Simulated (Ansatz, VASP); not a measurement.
## One calculation of AlP, two programs

```
Al P
1.0
     0.00000    2.69877    2.69877
     2.69877    0.00000    2.69877
     2.69877    2.69877    0.00000
Al P
1 1
Direct
  0.00000 0.00000 0.00000
  0.25000 0.25000 0.25000
```

Alike in both runs: task relaxation of cell and atoms; functional r2SCAN; k mesh 12 × 12 × 12; occupations fermi-dirac, width 0.08 eV; no spin polarisation.

```csv
,VASP,Ansatz
version,VASP 6.6.1,Ansatz 0.2.0
potentials or method,"VASP PAW PBE potentials, release 64 (Al, P)","PAW with Ansatz's default frozen-core files, scalar-relativistic"
plane-wave cutoff (eV),550,500
valence electrons in the cell,8,8
```

VASP gave:

| Item | Value |
| --- | --- |
| relaxed volume (Å³/atom) | 20.48 |
| relaxed cell length with the largest relative difference (Å) | 3.869 |

Question: Estimate Ansatz's values.

Answer: Relaxed volume (Å³/atom): 20.56; relaxed cell length with the largest relative difference (Å): 3.874.

VASP's potentials were made for PBE, not for r2SCAN.
